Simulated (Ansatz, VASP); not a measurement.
**Cl in VASP and in Ansatz**

```
Cl
1.0
    -2.59927    2.59927    1.76066
     2.59927   -2.59927    1.76066
     2.59927    2.59927   -1.76066
Cl
2
Cartesian
  0.0000 -1.2996 -0.4402
  0.0000 1.2996 0.4402
```

Change from the starting cell: volume scaled by 0.95, LAPW.

Alike in both runs: task single point; functional PBE; k mesh 16 × 16 × 16; occupations fermi-dirac, width 0.08 eV; no spin polarisation.

```csv
,VASP,Ansatz
version,VASP 6.6.1,Ansatz 0.2.0
potentials or method,"VASP PAW PBE potentials, release 64 (Cl), cutoff 520 eV","all-electron LAPW, scalar-relativistic"
```

|  | VASP | Ansatz | Ansatz less VASP |
| --- | --- | --- | --- |
| pressure (GPa) | 1.1 | 1.2 | +0.11 |

Ansatz ran all-electron here, and VASP with PAW potentials.
